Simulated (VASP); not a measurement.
In, 3 atoms in the cell. It takes space group R-3m (No. 166, trigonal). Conventional cell: a = 3.350 Å, b = 3.350 Å, c = 24.704 Å, α = 90.00°, β = 90.00°, γ = 120.00°. Within 4.4 Å of In (site symmetry -3m) lie 12 In at 3.35 to 3.36 Å. In (site symmetry 3m) has 12 In at 3.35 to 3.36 Å within 4.4 Å. 

- Program: VASP 6.6.1
- Task: single point
- Functional: PBEsol
- Potentials or basis: VASP PAW PBE potentials, release 64 (In_d)
- Cutoff: 520 eV
- k mesh: 14 × 14 × 14
- Occupations: fermi-dirac, width 0.05 eV
- Spin: no spin polarisation
- Dipole correction: no
- Further INCAR settings: ALGO = Normal; EDIFF = 1e-07; NBANDS = 26

Potentials or basis: VASP PAW PBE potentials, release 64 (In_d).

The run is started by

```bash
$ cat potpaw_PBE.64/In_d/POTCAR > POTCAR
$ mpirun -np 1 vasp_std > vasp.out
```

Hardware: 1 thread of Intel(R) Xeon(R) Platinum 8259CL CPU @ 2.50GHz (Skylake/Cascade Lake) (shared host).

How long does it take, and how much memory?

Run time: 54 min on 1 thread of Intel(R) Xeon(R) Platinum 8259CL CPU @ 2.50GHz (Skylake/Cascade Lake) (shared host), peak memory 0.83 GiB. Counts: scf iterations 12, k points 288.
